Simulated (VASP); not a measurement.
Runs of VASP 6.6.1 on La. The structure is that of space group Pm-3m (No. 221), or close to it. The cells are those of the table. 

| task | cell | cutoff (eV) | gap on the mesh (eV) | pressure (GPa) |
| --- | --- | --- | --- | --- |
| relaxation of cell and atoms | relaxed from a = 3.450 Å, 1 atom | 600 | none | 0.0 |
| single point | a = 2.778 Å, 1 atom | 520 | none | 30.0 |
| single point | a = 3.155 Å, 1 atom | 520 | none | 0.0 |
| relaxation of cell and atoms | relaxed to 15 GPa from a = 3.450 Å, 1 atom | 600 | none | 14.9 |
| single point | a = 2.907 Å, 1 atom | 520 | none | (a) |
| relaxation of cell and atoms | relaxed to 30 GPa from a = 3.450 Å, 1 atom | 600 | none | 30.0 |
| single point | a = 2.709 Å, 1 atom | 520 | none | 44.9 |

Alike in all rows: level LDA; potentials or basis VASP PAW LDA potentials, release 64 (La); no spin polarisation; k mesh 7 × 7 × 7; smearing methfessel-paxton 0.05 eV.

Task: Estimate the missing entries.

Result: (a) 14.6.

Caveats: spin-orbit coupling is left out, which moves the levels of the heavy elements; the cell is relaxed towards a set pressure, so the enthalpy falls and the energy may rise (some runs).

A k mesh can miss the band edges, and the runs leave out spin-orbit coupling on La.

A gap of «none» marks levels without a gap at the run's occupations.
